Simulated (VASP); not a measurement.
# W (P6_3/mmc) in VASP: a series of runs

W is run at these levels: PBE; tasks: single point, relaxation of cell and atoms.

Program: VASP 6.6.1. These are calculated values, not measurements. Logs are shortened: lines on timing, memory, paths and dates and some standing lists are left out, and cuts for length are marked.

## 1. The cell of the first run

Symmetry: P6_3/mmc, No. 194, hexagonal system. The conventional cell has a = 2.405 Å, b = 2.405 Å, c = 3.813 Å, α = 90.00°, β = 90.00°, γ = 120.00°. Within 3.1 Å of W (site symmetry -6m2) lie 12 W at 2.36 to 2.40 Å.

This isn't the form of W at room conditions, which is bcc.

## 2. Single point, PBE

INCAR

```
  ALGO = Normal
  EDIFF = 1E-7
  ENCUT = 520
  GGA = PE
  ISIF = 2
  ISMEAR = -1
  LASPH = True
  LCHARG = False
  LREAL = False
  LWAVE = False
  NBANDS = 21
  NELM = 80
  PREC = Accurate
  SIGMA = 0.05
```

KPOINTS

```
k-points
0
Gamma
  18 18 10
```

POSCAR

```
W
1.0
    2.4045226645      0.0000000000      0.0000000000
   -1.2022613323      2.0823777114      0.0000000000
    0.0000000000      0.0000000000      3.8129229267
W
2
Direct
    0.3333333333      0.6666666667      0.2500000000
    0.6666666667      0.3333333333      0.7500000000
```

Potentials or basis: VASP PAW PBE potentials, release 64 (W_sv).

The run is started by

```bash
$ cat potpaw_PBE.64/W_sv/POTCAR > POTCAR
$ mpirun -np 1 vasp_std > vasp.out
```

OUTCAR:

```text
EDIFF = 1E-7
   ENCUT = 520
   GGA = PE
   ISIF = 2
   ISMEAR = -1
   LASPH = True
   LREAL = False
   NELM = 80
   PREC = Accurate

 ion  position               nearest neighbor table
   1  0.333  0.667  0.250-   2 2.36   2 2.36   2 2.36   2 2.36   2 2.36   2 2.36   2 3.37   2 3.37
                             2 3.37   2 3.37   2 3.37   2 3.37
   2  0.667  0.333  0.750-   1 2.36   1 2.36   1 2.36   1 2.36   1 2.36   1 2.36   1 3.37   1 3.37
                             1 3.37   1 3.37   1 3.37   1 3.37

  LATTYP: Found a hexagonal cell.
 ALAT       =     2.4045226645
 C/A-ratio  =     1.5857296681

  Lattice vectors:

 A1 = (   2.4045226645,   0.0000000000,   0.0000000000)
 A2 = (  -1.2022613323,   2.0823777114,   0.0000000000)
 A3 = (   0.0000000000,   0.0000000000,   3.8129229267)

Analysis of symmetry for initial positions (statically):
=====================================================================
 Subroutine PRICEL returns:
 Original cell was already a primitive cell.

 Routine SETGRP: Setting up the symmetry group for a
 hexagonal supercell.

 Subroutine GETGRP returns: Found 24 space group operations
 (whereof 12 operations were pure point group operations)
 out of a pool of 24 trial point group operations.

The static configuration has the point symmetry D_3d.
 The point group associated with its full space group is D_6h.

Analysis of symmetry for dynamics (positions and initial velocities):
=====================================================================
 Subroutine PRICEL returns:
 Original cell was already a primitive cell.

 Routine SETGRP: Setting up the symmetry group for a
 hexagonal supercell.

 Subroutine GETGRP returns: Found 24 space group operations
 (whereof 12 operations were pure point group operations)
 out of a pool of 24 trial point group operations.

The dynamic configuration has the point symmetry D_3d.
 The point group associated with its full space group is D_6h.

 Subroutine INISYM returns: Found 24 space group operations
 (whereof 12 operations are pure point group operations),
 and found     1 'primitive' translations

----------------------------------------------------------------------------------------

                                     Primitive cell

  volume of cell :      19.0918

  direct lattice vectors                    reciprocal lattice vectors
     2.404522664  0.000000000  0.000000000     0.415882959  0.240110138  0.000000000
    -1.202261332  2.082377711  0.000000000     0.000000000  0.480220276  0.000000000
     0.000000000  0.000000000  3.812922927     0.000000000  0.000000000  0.262265988

  length of vectors
     2.404522664  2.404522664  3.812922927     0.480220276  0.480220276  0.262265988

  position of ions in fractional coordinates (direct lattice)
     0.333333333  0.666666667  0.250000000
     0.666666667  0.333333333  0.750000000

  ion indices of the primitive-cell ions
   primitive index   ion index
                 1           1
                 2           2

----------------------------------------------------------------------------------------

 KPOINTS: k-points

Automatic generation of k-mesh.
 Grid dimensions read from file:
 generate k-points for:   18   18   10

 Generating k-lattice:

  Cartesian coordinates                     Fractional coordinates (reciprocal lattice)
     0.023104609  0.013339452  0.000000000     0.055555556 -0.000000000  0.000000000
     0.000000000  0.026678904  0.000000000     0.000000000  0.055555556  0.000000000
     0.000000000  0.000000000  0.026226599     0.000000000  0.000000000  0.100000000

  Length of vectors
     0.026678904  0.026678904  0.026226599

  Shift w.r.t. Gamma in fractional coordinates (k-lattice)
     0.000000000  0.000000000  0.000000000

 Subroutine IBZKPT returns following result:
 ===========================================

 Found    222 irreducible k-points:

 Following reciprocal coordinates:
            Coordinates               Weight
  0.000000  0.000000  0.000000      1.000000
  0.055556  0.000000  0.000000      6.000000
  0.111111  0.000000  0.000000      6.000000
  0.166667  0.000000  0.000000      6.000000
  0.222222  0.000000  0.000000      6.000000
  0.277778  0.000000  0.000000      6.000000
[... 16 lines left out ...]
  0.333333  0.111111  0.000000     12.000000
  0.388889  0.111111  0.000000     12.000000
 [... further k-points ...]
   k-points           NKPTS =    222   k-points in BZ     NKDIM =    222   number of bands    NBANDS=     21
   number of dos      NEDOS =    301   number of ions     NIONS =      2
   total plane-waves  NPLWV =   9072
   dimension x,y,z NGX =    18 NGY =   18 NGZ =   28
   dimension x,y,z NGXF=    36 NGYF=   36 NGZF=   56
   ions per type =               2
   NGX,Y,Z   is equivalent  to a cutoff of  12.44, 12.44, 12.21 a.u.
   NGXF,Y,Z  is equivalent  to a cutoff of  24.89, 24.89, 24.42 a.u.
 SYSTEM =  unknown system
   PREC   = accura    normal or accurate (medium, high low for compatibility)
   ISTART =      0    job   : 0-new  1-cont  2-samecut
   ICHARG =      2    charge: 1-file 2-atom 10-const
   ISPIN  =      1    spin polarized calculation?
   LNONCOLLINEAR =      F non collinear calculations
   LSORBIT =      F    spin-orbit coupling
   LASPH  =      T    aspherical Exc in radial PAW
   ENCUT  =  520.0 eV  38.22 Ry    6.18 a.u.   4.47  4.47  7.09*2*pi/ulx,y,z
   NELM   =     80;   NELMIN=  2; NELMDL= -5     # of ELM steps
   EDIFF  = 0.1E-06   stopping-criterion for ELM
   LREAL  =      F    real-space projection
   EDIFFG = 0.1E-05   stopping-criterion for IOM
   NSW    =      0    number of steps for IOM
   IBRION =     -1    ionic relax: 0-MD 1-quasi-New 2-CG
   NFREE  =      0    steps in history (QN), initial steepest desc. (CG)
   ISIF   =      2    stress and relaxation
   ISYM   =      2    0-nonsym 1-usesym 2-fastsym
   POTIM  = 0.5000    time-step for ionic-motion
   TEBEG  =    0.0;   TEEND  =   0.0 temperature during run
   PSTRESS=    0.0 pullay stress
   NELECT =      28.0000    total number of electrons
   NUPDOWN=      -1.0000    fix difference up-down
   EMIN   =  10.00;   EMAX   =-10.00  energy-range for DOS
   EFERMI =   0.00;   METHOD = LEGACY
   ISMEAR =    -1;   SIGMA  =   0.05  broadening in eV -4-tet -1-fermi 0-gaus
   EFERMI_NEDOS =   21; number of points for ismear=-14 and -15
   IALGO  =     38    algorithm
   IMIX   =      4    mixing-type and parameters
     AMIX     =   0.40;   BMIX     =  1.00
     AMIX_MAG =   1.60;   BMIX_MAG =  1.00
  volume/ion in A,a.u.               =       9.55        64.42
  Fermi-wavevector in a.u.,A,eV,Ry     =   1.859996  3.514883 47.070519  3.459586
  Thomas-Fermi vector in A             =   2.908104
   LORBIT       =      0    0 simple, 1 ext, 2 COOP (PROOUT), +10 PAW based schemes
   GGA     = PE    functional components
   LHFCALC =     F    Hartree Fock is set to
   AEXX    =    0.0000 exact exchange contribution
   IVDW    =     0    specifies the selected vdW correction
   LEPSILON=     F    determine dielectric tensor
   LRPA    =     F    only Hartree local field effects (RPA)
 non-spin polarized calculation
  energy-cutoff  :      520.00
  volume of cell :       19.09
 maximum number of plane-waves:       537
 NGX is ok and might be reduce to    18
   NGX =  9   NGY =  9   NGZ = 15

 number of electron      28.0000004 magnetization

 Free energy of the ion-electron system (eV)
  ---------------------------------------------------
  ext. energy  EPLUGINS =         0.00000000
  ---------------------------------------------------
  free energy    TOTEN  =       -12.49678298 eV

  energy without entropy =      -12.48610963  energy(sigma->0) =      -12.49144631

 E-fermi :  20.0493     XC(G=0): -16.7418

 val. band max:       20.0289867321   @ k =   0.0556   0.0556   0.0000
 cond. band min:      20.0568548119   @ k =   0.2222   0.0556   0.3000
 fundamental gap:      0.0278680798
 Fermi energy:        20.0493266440

 k-point     1 :       0.0000    0.0000    0.0000
  band No.  band energies     occupation
      1     -54.1566      2.00000
      2     -53.0570      2.00000
      3     -21.5230      2.00000
      4     -16.5540      2.00000
      5     -16.5540      2.00000
      6     -15.7224      2.00000
[... 13 lines left out ...]
     20      26.9782      0.00000
     21      32.9475      0.00000

 k-point     2 :       0.0556    0.0000    0.0000
  band No.  band energies     occupation
      1     -54.1326      2.00000
      2     -53.0464      2.00000
      3     -21.4737      2.00000
      4     -16.7065      2.00000
      5     -16.6024      2.00000
      6     -15.8755      2.00000
[... 13 lines left out ...]
     20      28.5440      0.00000
     21      33.4915      0.00000

 k-point     3 :       0.1111    0.0000    0.0000
  band No.  band energies     occupation
      1     -54.0624      2.00000
      2     -53.0161      2.00000
      3     -21.3278      2.00000
      4     -17.1356      2.00000
      5     -16.7362      2.00000
      6     -16.3002      2.00000
[... 13 lines left out ...]
     20      30.9359      0.00000
     21      35.0156      0.00000

 k-point     4 :       0.1667    0.0000    0.0000
  band No.  band energies     occupation
      1     -53.9520      2.00000
      2     -52.9715      2.00000
      3     -21.0913      2.00000
      4     -17.7665      2.00000
      5     -16.9286      2.00000
      6     -16.9108      2.00000
[... 13 lines left out ...]
     20      33.3286      0.00000
     21      37.2516      0.00000

 k-point     5 :       0.2222    0.0000    0.0000
  band No.  band energies     occupation
      1     -53.8108      2.00000
      2     -52.9206      2.00000
      3     -20.7746      2.00000
      4     -18.5009      2.00000
      5     -17.6064      2.00000
      6     -17.1489      2.00000
[... 13 lines left out ...]
     20      35.3980      0.00000
     21      37.9976      0.00000

 k-point     6 :       0.2778    0.0000    0.0000
  band No.  band energies     occupation
      1     -53.6515      2.00000
      2     -52.8730      2.00000
      3     -20.3941      2.00000
      4     -19.2401      2.00000
      5     -18.2957      2.00000
      6     -17.3689      2.00000
[... 13 lines left out ...]
     20      35.8432      0.00000
     21      37.6920      0.00000

 k-point     7 :       0.3333    0.0000    0.0000
  band No.  band energies     occupation
      1     -53.4895      2.00000
      2     -52.8381      2.00000
      3     -19.9743      2.00000
      4     -19.8999      2.00000
      5     -18.9053      2.00000
      6     -17.5647      2.00000
[... 13 lines left out ...]
     20      34.9352      0.00000
     21      36.7541      0.00000
[... 291 lines left out ...]
      1     -53.7538      2.00000
      2     -52.9020      2.00000
      3     -20.6424      2.00000
      4     -18.5226      2.00000
      5     -18.1573      2.00000
      6     -17.0390      2.00000
[... 13 lines left out ...]
     20      36.8736      0.00000
     21      38.5041      0.00000

 k-point    21 :       0.2222    0.1111    0.0000
  band No.  band energies     occupation
      1     -53.6007      2.00000
      2     -52.8598      2.00000
      3     -20.2687      2.00000
      4     -19.1982      2.00000
      5     -18.6388      2.00000
      6     -17.3839      2.00000
[... 13 lines left out ...]
     20      37.1418      0.00000
     21      37.6712      0.00000

 k-point    22 :       0.2778    0.1111    0.0000
  band No.  band energies     occupation
      1     -53.4446      2.00000
      2     -52.8302      2.00000
      3     -19.8551      2.00000
      4     -19.8192      2.00000
      5     -19.0531      2.00000
      6     -17.7068      2.00000
[... 13 lines left out ...]
     20      36.1807      0.00000
     21      36.9886      0.00000

 k-point    23 :       0.3333    0.1111    0.0000
  band No.  band energies     occupation
      1     -53.3026      2.00000
      2     -52.8194      2.00000
      3     -20.3077      2.00000
      4     -19.4386      2.00000
      5     -19.3807      2.00000
      6     -17.9611      2.00000
[... 13 lines left out ...]
     20      35.3920      0.00000
     21      36.8743      0.00000

 k-point    24 :       0.3889    0.1111    0.0000
  band No.  band energies     occupation
      1     -53.1960      2.00000
      2     -52.8254      2.00000
      3     -20.6180      2.00000
      4     -19.5921      2.00000
      5     -19.0890      2.00000
      6     -18.1214      2.00000
[... 13 lines left out ...]
     20      34.8917      0.00000
     21      36.2488      0.00000

 [... further k-points ...]

------------------------ aborting loop because EDIFF is reached ----------------------------------------

  FORCE on cell =-STRESS in cart. coord.  units (eV):
  Direction    XX          YY          ZZ          XY          YZ          ZX
  --------------------------------------------------------------------------------------
  -------------------------------------------------------------------------------------
  Total       53.4733085     53.4733084     53.7049968     -0.0000000      0.0000000      0.0000000
  in kB     4487.4666010   4487.4666008   4506.9098270     -0.0000001      0.0000000      0.0000000
  external PRESSURE =    4493.9476763 kB  Pullay stress =       0.0000000 kB

 VOLUME and BASIS-vectors are now :
 -----------------------------------------------------------------------------
  energy-cutoff  :      520.00
  volume of cell :       19.09
      direct lattice vectors                 reciprocal lattice vectors
     2.404522664  0.000000000  0.000000000     0.415882959  0.240110138  0.000000000
    -1.202261332  2.082377711  0.000000000     0.000000000  0.480220276  0.000000000
     0.000000000  0.000000000  3.812922927     0.000000000  0.000000000  0.262265988

 POSITION                                       TOTAL-FORCE (eV/Angst)
 -----------------------------------------------------------------------------------
     -0.00000      1.38825      0.95323         0.000000      0.000000      0.000000
      1.20226      0.69413      2.85969        -0.000000     -0.000000      0.000000
 -----------------------------------------------------------------------------------
    total drift:                                0.000000     -0.000000      0.000000

  FREE ENERGIE OF THE ION-ELECTRON SYSTEM (eV)
  ---------------------------------------------------
  free  energy   TOTEN  =       -12.4967829807 eV

  energy  without entropy=      -12.4861096345  energy(sigma->0) =      -12.49144631
```

Wall time 28 s (1 thread of Intel Xeon 6975P-C (Granite Rapids), shared host); peak memory 0.18 GiB.

What came out:

| Quantity | Value |
| --- | --- |
| Free energy | -12.4968 eV |
| Pressure | 449.4 GPa |
| Band gap on the k mesh | zero (bands 14 and 15 overlap by 5.05 eV) |

Caveat: the cell stands under pressure; spin-orbit coupling is left out, which moves the levels of the heavy elements.

[end of part 1 of 3]
